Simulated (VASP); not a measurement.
Input of a VASP 6.6.1 run:

The input INCAR:

```
PREC = Accurate ; ENCUT = 520
EDIFF = 1E-7 ; ISMEAR = -1
SIGMA = 0.02 ; LREAL = Auto
LASPH = T ; NELM = 60
ALGO = Normal ; ISIF = 2
LWAVE = F ; LCHARG = F
GGA = PS ; NBANDS = 45
```

File KPOINTS:

```
Automatic mesh
0
Gamma
  1 1 1
```

Contents of POSCAR:

```
H15NO6
1.0
    6.0276500000      0.0000000000      0.0000000000
    0.0000000000      6.0276500000      0.0000000000
    0.0000000000      0.0000000000      6.0276500000
O H N
6 15 1
Direct
   -0.0426866192      0.9353230529      0.3422726933
    0.4200476139      0.6540691646      0.4629830863
    0.6782079251      0.6429537216      0.1260192612
    0.5000124427      0.1198145214      0.4917339262
    1.0732540874      0.3917944804      0.4863586970
    0.7236982904      0.2031637537      0.9697311556
    0.1110880691      0.8554245850      0.3243054922
   -0.1467570280      0.8279511916      0.2770731545
    0.3276235349      0.5202027324      0.4807180244
    0.5190911881      0.6202085390      0.3321858436
    0.6719700049      0.5096347665      0.0356855491
    0.5923203902      0.7559164849      0.0493392948
    0.4291224607     -0.0283029041      0.5185271209
    0.6449611374      0.1294700256      0.5468797956
    0.9422245817      0.4603452423      0.4227186383
    1.1041616550      0.2751652800      0.3792025084
    0.8784020306      0.1507884499      0.9548165537
    0.6473169477      0.1435551168      1.0907733528
    0.0915447977      0.1300506831      0.7170290246
    0.2287292726      0.0662447222      0.9165429313
    0.0979154397     -0.1282589401      0.7947873549
    0.0808938807      0.0305757634      0.8495516495
```

Potentials or basis: VASP PAW PBE potentials, release 64 (O, H, N).

The run is started by

```sh
$ cat potpaw_PBE.64/O/POTCAR potpaw_PBE.64/H/POTCAR potpaw_PBE.64/N/POTCAR > POTCAR
$ mpirun -np 1 vasp_gam > vasp.out
```

Question: Estimate the pressure.

Answer: 2.4 GPa.

Question: What does it give for the band gap on the k mesh?

Answer: 3.91 eV.

Question: Predict the largest force.

Answer: 3.176 eV/Å.

Stress tensor (GPa, compression positive):
```
 2.46  0.59  0.12
 0.59  1.42 -0.71
 0.12 -0.71  3.39
```

Caveat: the k points lie up to 1.04 Å⁻¹ apart; the PAW data sets were made with another functional, which shifts forces and pressure a little.
